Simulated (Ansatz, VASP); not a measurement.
## One calculation of MgO, two programs

```
Mg O
1.0
     0.00000    2.10850    2.10850
     2.10850    0.00000    2.10850
     2.10850    2.10850    0.00000
Mg O
1 1
Direct
  0.00000 0.00000 0.00000
  0.50000 0.50000 0.50000
```

Alike in both runs: task relaxation of cell and atoms; functional PBEsol; k mesh 10 × 10 × 10; no spin polarisation.

|  | VASP | Ansatz |
| --- | --- | --- |
| version | VASP 6.6.1 | Ansatz 0.2.0 |
| potentials or method | VASP PAW PBE potentials, release 64 (Mg, O) | plane waves, PAW |
| plane-wave cutoff (eV) | 600 | 420 |
| occupations | gaussian, width 0.01 eV | fixed |
| valence electrons in the cell | 8 | 16 |

|  | VASP | Ansatz | Ansatz less VASP |
| --- | --- | --- | --- |
| relaxed volume (Å³/atom) | 9.31 | 9.36 | +0.043 |
| relaxed cell length with the largest relative difference (Å) | 2.975 | 2.980 | +0.0046 |

VASP's potentials were made for PBE, not for PBEsol. VASP's potentials hold 8 valence electrons a cell and Ansatz's 16, so a difference there can come from the potentials and not from the codes.
